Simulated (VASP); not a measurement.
## MgS: single point with r2SCAN

The system is MgS.

```
CELL_PARAMETERS angstrom
0.00000 2.60152 2.60152
2.60152 0.00000 2.60152
2.60152 2.60152 0.00000
ATOMIC_POSITIONS crystal
Mg 0.00000 0.00000 0.00000
S 0.50000 0.50000 0.50000
```

| Item | Value |
| --- | --- |
| Program | VASP 6.6.1 |
| Task | single point |
| Functional | r2SCAN |
| Potentials or basis | VASP PAW PBE potentials, release 64 (Mg, S) |
| Cutoff | 520 eV |
| k mesh | 6 × 6 × 6 |
| Occupations | gaussian, width 0.01 eV |
| Spin | no spin polarisation |
| Dipole correction | no |
| Further INCAR settings | ALGO = Normal; EDIFF = 1e-07; NBANDS = 11 |

```
Pressure               : -0.4 GPa
Band gap on the k mesh : 3.43 eV, indirect (least direct gap 4.62 eV)
```

Levels at points of the mesh, in eV from the valence-band top:
| k point | band 2 | band 3 | band 4 | band 5 | band 6 | band 7 |
| --- | --- | --- | --- | --- | --- | --- |
| (0.00, 0.00, 0.00) | 0.00 | 0.00 | 0.00 | 4.62 | 8.53 | 8.53 |
| (0.50, 0.00, 0.00) | -4.88 | -0.62 | -0.62 | 5.22 | 7.50 | 7.50 |
| (0.50, 0.50, 0.00) | -4.27 | -1.73 | -1.73 | 3.43 | 4.92 | 13.14 |

It took 37 s on 1 thread of Intel(R) Xeon(R) Platinum 8259CL CPU @ 2.50GHz (Skylake/Cascade Lake), on a shared host, peak memory 0.16 GiB.

Caveat: the PAW data sets were made with another functional, which shifts forces and pressure a little. r2SCAN opens gaps a little over a GGA but as a rule still falls short of measured ones.
